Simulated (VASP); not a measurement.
Input of a VASP 6.6.1 run:

INCAR

```
SYSTEM = Rb
PREC = Accurate
ENCUT = 520
EDIFF = 1E-6
ISMEAR = -1
SIGMA = 0.08
LREAL = .FALSE.
LASPH = .TRUE.
NELM = 60
ALGO = Normal
ISIF = 2
LWAVE = .FALSE.
LCHARG = .FALSE.
GGA = PE
NBANDS = 16
```

KPOINTS

```
Automatic mesh
0
G
  9 9 9
  0 0 0
```

POSCAR

```
Rb
1.0
   -3.4127348602      3.4127348602      1.8407190564
    3.4127348602     -3.4127348602      1.8407190564
    3.4127348602      3.4127348602     -1.8407190564
Rb
2
Direct
   -0.3750000000     -0.1250000000     -0.2500000000
    0.3750000000      0.1250000000      0.2500000000
```

Potentials or basis: VASP PAW PBE potentials, release 64 (Rb_sv).

The run is started by

```sh
$ cat potpaw_PBE.64/Rb_sv/POTCAR > POTCAR
$ mpirun -np 1 vasp_std > vasp.out
```

Task: What does it give for the pressure?

Result: 7.9 GPa.

Task: Estimate the band gap on the k mesh.

Result: Zero (bands 9 and 10 overlap by 1.23 eV).

Caveat: the cell stands under pressure.
